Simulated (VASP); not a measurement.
# SiNi (CsCl type) (Pm-3m) in VASP: notebook

SiNi (CsCl type) is run at these levels: PBE; tasks: relaxation of cell and atoms.

Program: VASP 6.6.1. These are calculated values, not measurements. Logs are shortened: lines on timing, memory, paths and dates and some standing lists are left out, and cuts for length are marked.

### Step 1. The cell of the first run

It takes space group Pm-3m (No. 221, cubic). The conventional cell has a = 2.470 Å, b = 2.470 Å, c = 2.470 Å, α = 90.00°, β = 90.00°, γ = 90.00°. Ni (site symmetry m-3m) has 8 Si at 2.14 Å and 6 Ni at 2.47 Å within 2.8 Å. Within 2.8 Å of Si (site symmetry m-3m) lie 8 Ni at 2.14 Å and 6 Si at 2.47 Å.

### Step 2. Relaxation of cell and atoms, PBE, target pressure 190 GPa, at which the enthalpy is minimised

Input file INCAR:

```
PREC = Accurate ; ENCUT = 600
EDIFF = 1E-6 ; ISMEAR = -1
SIGMA = 0.1 ; LREAL = F
LASPH = T ; NELM = 80
ALGO = Normal ; ISIF = 3
LWAVE = F ; LCHARG = F
GGA = PE ; IBRION = 2
NSW = 32 ; EDIFFG = -0.005
PSTRESS = 1900.0
```

Input file KPOINTS:

```
Automatic mesh
0
Gamma
  16 16 16
```

Input file POSCAR:

```
SiNi
1.0
    2.4703885405      0.0000000000      0.0000000000
    0.0000000000      2.4703885405      0.0000000000
    0.0000000000      0.0000000000      2.4703885405
Ni Si
1 1
Direct
    0.0000000000      0.0000000000      0.0000000000
    0.5000000000      0.5000000000      0.5000000000
```

Potentials or basis: VASP PAW PBE potentials, release 64 (Ni, Si).

Run with:

```console
cat potpaw_PBE.64/Ni/POTCAR potpaw_PBE.64/Si/POTCAR > POTCAR
mpirun -np 1 vasp_std > vasp.out
```

OUTCAR:

```text
PREC = Accurate
   ENCUT = 600
   EDIFF = 1E-6
   ISMEAR = -1
   LREAL = F
   LASPH = T
   NELM = 80
   ISIF = 3
   GGA = PE
   IBRION = 2
   NSW = 32
   EDIFFG = -0.005
   PSTRESS = 1900.0

 ion  position               nearest neighbor table
   1  0.000  0.000  0.000-   2 2.14   2 2.14   2 2.14   2 2.14   2 2.14   2 2.14   2 2.14   2 2.14

   2  0.500  0.500  0.500-   1 2.14   1 2.14   1 2.14   1 2.14   1 2.14   1 2.14   1 2.14   1 2.14

  LATTYP: Found a simple cubic cell.
 ALAT       =     2.4703885405

  Lattice vectors:

 A1 = (   2.4703885405,   0.0000000000,   0.0000000000)
 A2 = (   0.0000000000,   2.4703885405,   0.0000000000)
 A3 = (   0.0000000000,   0.0000000000,   2.4703885405)

Analysis of symmetry for initial positions (statically):
=====================================================================
 Subroutine PRICEL returns:
 Original cell was already a primitive cell.

 Routine SETGRP: Setting up the symmetry group for a
 simple cubic supercell.

 Subroutine GETGRP returns: Found 48 space group operations
 (whereof 48 operations were pure point group operations)
 out of a pool of 48 trial point group operations.

The static configuration has the point symmetry O_h .

Analysis of symmetry for dynamics (positions and initial velocities):
=====================================================================
 Subroutine PRICEL returns:
 Original cell was already a primitive cell.

 Routine SETGRP: Setting up the symmetry group for a
 simple cubic supercell.

 Subroutine GETGRP returns: Found 48 space group operations
 (whereof 48 operations were pure point group operations)
 out of a pool of 48 trial point group operations.

The dynamic configuration has the point symmetry O_h .

 Subroutine INISYM returns: Found 48 space group operations
 (whereof 48 operations are pure point group operations),
 and found     1 'primitive' translations

----------------------------------------------------------------------------------------

                                     Primitive cell

  volume of cell :      15.0763

  direct lattice vectors                    reciprocal lattice vectors
     2.470388541  0.000000000  0.000000000     0.404794624  0.000000000  0.000000000
     0.000000000  2.470388541  0.000000000     0.000000000  0.404794624  0.000000000
     0.000000000  0.000000000  2.470388541     0.000000000  0.000000000  0.404794624

  length of vectors
     2.470388541  2.470388541  2.470388541     0.404794624  0.404794624  0.404794624

  position of ions in fractional coordinates (direct lattice)
     0.000000000  0.000000000  0.000000000
     0.500000000  0.500000000  0.500000000

  ion indices of the primitive-cell ions
   primitive index   ion index
                 1           1
                 2           2

----------------------------------------------------------------------------------------

 KPOINTS: Automatic mesh

Automatic generation of k-mesh.
 Grid dimensions read from file:
 generate k-points for:   16   16   16

 Generating k-lattice:

  Cartesian coordinates                     Fractional coordinates (reciprocal lattice)
     0.025299664  0.000000000  0.000000000     0.062500000  0.000000000  0.000000000
     0.000000000  0.025299664  0.000000000     0.000000000  0.062500000  0.000000000
     0.000000000  0.000000000  0.025299664     0.000000000  0.000000000  0.062500000

  Length of vectors
     0.025299664  0.025299664  0.025299664

  Shift w.r.t. Gamma in fractional coordinates (k-lattice)
     0.000000000  0.000000000  0.000000000

 Subroutine IBZKPT returns following result:
 ===========================================

 Found    165 irreducible k-points:

 Following reciprocal coordinates:
            Coordinates               Weight
  0.000000  0.000000  0.000000      1.000000
  0.062500  0.000000  0.000000      6.000000
  0.125000  0.000000  0.000000      6.000000
  0.187500  0.000000  0.000000      6.000000
  0.250000  0.000000  0.000000      6.000000
  0.312500  0.000000  0.000000      6.000000
[... 16 lines left out ...]
  0.437500  0.125000  0.000000     24.000000
  0.500000  0.125000  0.000000     12.000000
 [... further k-points ...]
   k-points           NKPTS =    165   k-points in BZ     NKDIM =    165   number of bands    NBANDS=     11
   number of dos      NEDOS =    301   number of ions     NIONS =      2
   total plane-waves  NPLWV =   8000
   dimension x,y,z NGX =    20 NGY =   20 NGZ =   20
   dimension x,y,z NGXF=    40 NGYF=   40 NGZF=   40
   ions per type =               1   1
   NGX,Y,Z   is equivalent  to a cutoff of  13.46, 13.46, 13.46 a.u.
   NGXF,Y,Z  is equivalent  to a cutoff of  26.92, 26.92, 26.92 a.u.
 SYSTEM =  unknown system
   PREC   = accura    normal or accurate (medium, high low for compatibility)
   ISTART =      0    job   : 0-new  1-cont  2-samecut
   ICHARG =      2    charge: 1-file 2-atom 10-const
   ISPIN  =      1    spin polarized calculation?
   LNONCOLLINEAR =      F non collinear calculations
   LSORBIT =      F    spin-orbit coupling
   LASPH  =      T    aspherical Exc in radial PAW
   ENCUT  =  600.0 eV  44.10 Ry    6.64 a.u.   4.93  4.93  4.93*2*pi/ulx,y,z
   NELM   =     80;   NELMIN=  2; NELMDL= -5     # of ELM steps
   EDIFF  = 0.1E-05   stopping-criterion for ELM
   LREAL  =      F    real-space projection
   EDIFFG = -.5E-02   stopping-criterion for IOM
   NSW    =     32    number of steps for IOM
   IBRION =      2    ionic relax: 0-MD 1-quasi-New 2-CG
   NFREE  =      1    steps in history (QN), initial steepest desc. (CG)
   ISIF   =      3    stress and relaxation
   ISYM   =      2    0-nonsym 1-usesym 2-fastsym
   POTIM  = 0.5000    time-step for ionic-motion
   TEBEG  =    0.0;   TEEND  =   0.0 temperature during run
   PSTRESS= 1900.0 pullay stress
   NELECT =      14.0000    total number of electrons
   NUPDOWN=      -1.0000    fix difference up-down
   EMIN   =  10.00;   EMAX   =-10.00  energy-range for DOS
   EFERMI =   0.00;   METHOD = LEGACY
   ISMEAR =    -1;   SIGMA  =   0.10  broadening in eV -4-tet -1-fermi 0-gaus
   EFERMI_NEDOS =   21; number of points for ismear=-14 and -15
   IALGO  =     38    algorithm
   IMIX   =      4    mixing-type and parameters
     AMIX     =   0.40;   BMIX     =  1.00
     AMIX_MAG =   1.60;   BMIX_MAG =  1.00
  volume/ion in A,a.u.               =       7.54        50.87
  Fermi-wavevector in a.u.,A,eV,Ry     =   1.597174  3.018221 34.707985  2.550965
  Thomas-Fermi vector in A             =   2.694822
   LORBIT       =      0    0 simple, 1 ext, 2 COOP (PROOUT), +10 PAW based schemes
   GGA     = PE    functional components
   LHFCALC =     F    Hartree Fock is set to
   AEXX    =    0.0000 exact exchange contribution
   IVDW    =     0    specifies the selected vdW correction
   LEPSILON=     F    determine dielectric tensor
   LRPA    =     F    only Hartree local field effects (RPA)
 conjugate gradient relaxation of ions
 non-spin polarized calculation
  energy-cutoff  :      600.00
  volume of cell :       15.08
 maximum number of plane-waves:       520
 NGX is ok and might be reduce to    20
   NGX =  9   NGY =  9   NGZ =  9

--------------------------------------- Ionic step        1  -------------------------------------------

 number of electron      13.9999990 magnetization

 Free energy of the ion-electron system (eV)
  ---------------------------------------------------
  ext. energy  EPLUGINS =         0.00000000
  ---------------------------------------------------
  free energy    TOTEN  =        -8.33056282 eV

  energy without entropy =       -8.32303031  energy(sigma->0) =       -8.32679656

------------------------ aborting loop because EDIFF is reached ----------------------------------------

  FORCE on cell =-STRESS in cart. coord.  units (eV):
  Direction    XX          YY          ZZ          XY          YZ          ZX
  --------------------------------------------------------------------------------------
  -------------------------------------------------------------------------------------
  Total       17.8933328     17.8933328     17.8933328      0.0000000     -0.0000000      0.0000000
  in kB     1901.5424697   1901.5424697   1901.5424697      0.0000000     -0.0000000      0.0000000
  external PRESSURE =       1.5424697 kB  Pullay stress =    1900.0000000 kB
[... 61 lines left out ...]
  enthalpy is  TOTEN    =         9.5482840831 eV   P V=       17.8976034738

--------------------------------------- Ionic step        3  -------------------------------------------

 number of electron      13.9999990 magnetization

 Free energy of the ion-electron system (eV)
  ---------------------------------------------------
  ext. energy  EPLUGINS =         0.00000000
  ---------------------------------------------------
  free energy    TOTEN  =        -8.33389169 eV

  energy without entropy =       -8.32635406  energy(sigma->0) =       -8.33012288

 E-fermi :  20.6375     XC(G=0): -14.8109

 val. band max:       20.5945091332   @ k =   0.5000   0.5000   0.2500
 cond. band min:      20.6755983565   @ k =   0.5000   0.4375   0.4375
 fundamental gap:      0.0810892233
 Fermi energy:        20.6375270754

 k-point     1 :       0.0000    0.0000    0.0000
  band No.  band energies     occupation
      1       1.1678      2.00000
      2      12.2724      2.00000
      3      12.2724      2.00000
      4      15.8938      2.00000
      5      15.8938      2.00000
      6      15.8938      2.00000
      7      23.2645      0.00000
      8      23.2645      0.00000
      9      23.2645      0.00000
     10      27.1410      0.00000
     11      27.1410      0.00000
[... 309 lines left out ...]
 k-point    24 :       0.5000    0.1250    0.0000
  band No.  band energies     occupation
      1       6.7507      2.00000
      2       7.5514      2.00000
      3      13.5285      2.00000
      4      13.9761      2.00000
      5      14.3258      2.00000
      6      15.8754      2.00000
      7      17.6030      2.00000
      8      24.6808      0.00000
      9      27.4911      0.00000
     10      30.3927      0.00000
     11      30.6106      0.00000

 [... further k-points ...]

------------------------ aborting loop because EDIFF is reached ----------------------------------------

  FORCE on cell =-STRESS in cart. coord.  units (eV):
  Direction    XX          YY          ZZ          XY          YZ          ZX
  --------------------------------------------------------------------------------------
  -------------------------------------------------------------------------------------
  Total       17.8862309     17.8862309     17.8862309      0.0000000      0.0000000      0.0000000
  in kB     1900.4341210   1900.4341210   1900.4341210      0.0000000      0.0000000      0.0000000
  external PRESSURE =       0.4341210 kB  Pullay stress =    1900.0000000 kB
[... 17 lines left out ...]
  FREE ENERGIE OF THE ION-ELECTRON SYSTEM (eV)
  ---------------------------------------------------
  free  energy   TOTEN  =        -8.3338916893 eV

  energy  without entropy=       -8.3263540614  energy(sigma->0) =       -8.33012288

  enthalpy is  TOTEN    =         9.5482534080 eV   P V=       17.8821450974

 reached required accuracy - stopping structural energy minimisation
```

Wall time 48 s (1 thread of Intel Xeon 8259CL, shared host); peak memory 0.16 GiB.

What came out:

| Property | Result |
| --- | --- |
| Free energy | -8.3339 eV |
| Relaxed volume | 7.54 Å³/atom |
| Relaxed cell | a = 2.471 Å, b = 2.471 Å, c = 2.471 Å, α = 90.00°, β = 90.00°, γ = 90.00° |
| Space group after relaxing (to 0.1 Å) | Pm-3m (No. 221) |
| Energy change on relaxing (the run minimises the enthalpy) | -1.7 meV/atom |
| Ionic steps | 3 |
| Pressure after relaxing | 190.0 GPa |
| Band gap on the k mesh | zero (bands 7 and 8 overlap by 3.87 eV) |

The path:
| step | energy change (eV) | largest force (eV/Å) | pressure (GPa) | volume (Å³) |
| --- | --- | --- | --- | --- |
| 1 | 0.0000 | 0.0000 | 190.15 | 15.08 |
| 2 | -0.0188 | 0.0000 | 189.28 | 15.09 |
| 3 | -0.0033 | 0.0000 | 190.04 | 15.08 |

Final structure:
```cif
data_structure
_symmetry_space_group_name_H-M 'P 1'
_symmetry_Int_Tables_number 1
_cell_length_a 2.4705
_cell_length_b 2.4705
_cell_length_c 2.4705
_cell_angle_alpha 90.000
_cell_angle_beta 90.000
_cell_angle_gamma 90.000
_cell_volume 15.08
loop_
_atom_site_label
_atom_site_type_symbol
_atom_site_fract_x
_atom_site_fract_y
_atom_site_fract_z
_atom_site_occupancy
Ni1 Ni 0.00000 0.00000 0.00000 1
Si1 Si 0.50000 0.50000 0.50000 1
```

Levels at points of the mesh, in eV from the Fermi level:
```
           k point  band 5  band 6  band 7  band 8  band 9  band 10
(0.00, 0.00, 0.00)   -4.74   -4.74    2.63    2.63    2.63     6.50
(0.50, 0.00, 0.00)   -6.37   -4.52   -3.01    4.69    9.06     9.06
(0.50, 0.50, 0.00)   -5.96   -5.96   -3.59    0.20    0.90    10.32
(0.50, 0.50, 0.50)   -3.52   -1.25   -1.25   -1.25   -0.26     2.85
```

Caveat: the cell is relaxed towards a set pressure, so the run minimises the enthalpy, not the energy. Spin polarisation is off, so any magnetic state and its effect on volume and gap are missing.

(Part 1 of 2 ends here.)
